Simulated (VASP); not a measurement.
A run of VASP 6.6.1:

INCAR

```
SYSTEM = Sb
ALGO = Normal
EDIFF = 1E-7
ENCUT = 520
GGA = PE
ISIF = 2
ISMEAR = -1
LASPH = .True.
LCHARG = .False.
LREAL = .False.
LWAVE = .False.
NBANDS = 12
NELM = 80
PREC = Accurate
SIGMA = 0.15
```

Contents of KPOINTS:

```
Automatic mesh
0
Gamma
  2 2 1
  0.5 0.5 0
```

The input POSCAR:

```
Sb
1.0
    5.2138210000      0.0547860000      0.0189370000
   -2.5594650000      4.5834290000     -0.1405490000
    0.0257780000     -0.2060340000      7.2690260000
Sb
2
Direct
    0.2916230000      0.8095510000      0.5980910000
    0.6227740000      1.4712510000      0.6019550000
```

Potentials or basis: VASP PAW PBE potentials, release 64 (Sb).

The run is started by

```sh
$ cat potpaw_PBE.64/Sb/POTCAR > POTCAR
$ mpirun -np 1 vasp_std > vasp.out
```

Hardware: 1 thread of Intel(R) Xeon(R) Platinum 8488C (Sapphire Rapids), with other jobs on the host.

Q: How long does it take, and how much memory?

A: Run time: 7.9 s on 1 thread of Intel(R) Xeon(R) Platinum 8488C (Sapphire Rapids) (shared host), peak memory 0.25 GiB. Counts: scf iterations 14, k points 2.
